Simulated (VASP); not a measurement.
Here is a VASP 6.6.1 calculation.

Contents of POSCAR:

```
GaAs
1.0
    0.0000000000      2.8268500000      2.8268500000
    2.8268500000      0.0000000000      2.8268500000
    2.8268500000      2.8268500000      0.0000000000
As Ga
1 1
Direct
    0.7500000000      0.7500000000      0.7500000000
    0.0000000000      0.0000000000      0.0000000000
```

Contents of INCAR.step1:

```
PREC = Accurate ; ENCUT = 520
EDIFF = 1E-5 ; ISMEAR = -1
SIGMA = 0.05 ; LREAL = False
LASPH = True ; NELM = 100
ALGO = Normal ; ISIF = 2
LWAVE = True ; GGA = PE
NBANDS = 16
```

File INCAR.step2:

```
PREC = Accurate ; ENCUT = 520
EDIFF = 1E-6 ; ISMEAR = -1
SIGMA = 0.05 ; LREAL = False
LASPH = True ; NELM = 100
ALGO = Normal ; ISIF = 2
LWAVE = False ; LCHARG = True
GGA = PE ; LHFCALC = True
AEXX = 0.5 ; PRECFOCK = Normal
LELF = True ; LVHAR = True
ISTART = 1 ; NBANDS = 16
```

The input KPOINTS:

```
regular mesh
0
Gamma
  5 5 5
```

Potentials or basis: VASP PAW PBE potentials, release 64 (As, Ga_d).

Launch:

```bash
$ cat potpaw_PBE.64/As/POTCAR potpaw_PBE.64/Ga_d/POTCAR > POTCAR
$ cp INCAR.step1 INCAR
$ mpirun -np 1 vasp_std > vasp.out
$ cp INCAR.step2 INCAR
$ mpirun -np 1 vasp_std > vasp.out
```

Q: Estimate the band gap on the k mesh.

A: 3.84 eV.

Q: Estimate the pressure.

A: -1.7 GPa.

Caveat: the PAW data sets were made with another functional, which shifts forces and pressure a little; an odd mesh through Γ misses points on the zone boundary, where band edges can lie.
